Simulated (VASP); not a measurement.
A run of VASP 6.6.1 is set up as follows.

Contents of INCAR:

```
SYSTEM = CoO
PREC = Accurate
ENCUT = 600
EDIFF = 1E-6
ISMEAR = -1
SIGMA = 0.05
LREAL = .FALSE.
LASPH = .TRUE.
NELM = 200
ALGO = Normal
ISIF = 2
LWAVE = .FALSE.
LCHARG = .FALSE.
ISPIN = 2
MAGMOM = 2 0
LORBIT = 11
LMAXMIX = 4
GGA = PS
IVDW = 13
NBANDS = 22
GGA_COMPAT = .FALSE.
```

File KPOINTS:

```
regular mesh
0
G
  11 11 11
  0 0 0
```

File POSCAR:

```
CoO
1.0
    0.0000000000      2.1315000000      2.1315000000
    2.1315000000      0.0000000000      2.1315000000
    2.1315000000      2.1315000000      0.0000000000
Co O
1 1
Direct
    0.0000000000      0.0000000000      0.0000000000
    0.5000000000      0.5000000000      0.5000000000
```

Potentials or basis: VASP PAW PBE potentials, release 64 (Co_sv, O).

Run with:

```bash
$ cat potpaw_PBE.64/Co_sv/POTCAR potpaw_PBE.64/O/POTCAR > POTCAR
$ mpirun -np 1 vasp_std > vasp.out
```

Question: Predict the dispersion energy per atom.

Answer: -0.157 eV.

Question: Estimate the site moments.

Answer: Co +2.53; O +0.32 μB.

Question: Estimate the pressure.

Answer: -15.2 GPa.

Question: What does it give for the net moment?

Answer: 2.95 μB per cell.

Caveat: the PAW data sets were made with another functional, which shifts forces and pressure a little; a cell with one magnetic atom can't hold antiferromagnetic order, which such compounds often take; pairwise dispersion overbinds metals, which lowers pressure and volume.
